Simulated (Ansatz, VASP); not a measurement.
# One calculation of Gd, two programs

```
Gd
1.0
     3.22727    0.00000    0.00000
     0.00000    3.22727    0.00000
     0.00000    0.00000    3.22727
Gd
1
Cartesian
  0.0000 0.0000 0.0000
```

Change from the starting cell: volume scaled by 0.97.

Alike in both runs: task single point; functional PBE; k mesh 10 × 10 × 10; occupations fermi-dirac, width 0.05 eV; collinear spin.

```csv
,VASP,Ansatz
version,VASP 6.6.1,Ansatz 0.2.0
potentials or method,"VASP PAW PBE potentials, release 64 (Gd), cutoff 600 eV","all-electron LAPW, scalar-relativistic"
```

```tsv
	VASP	Ansatz	Ansatz less VASP
pressure (GPa)	0.7	0.9	+0.12
net moment per atom (μB)	7.88	7.87	-0.007
size of the moment on the site where the two differ most (μB)	7.16	7.64	+0.484
```

Site moments also hang on the region over which each program counts them. Ansatz ran all-electron here, and VASP with PAW potentials.

Spin-orbit coupling is off throughout.
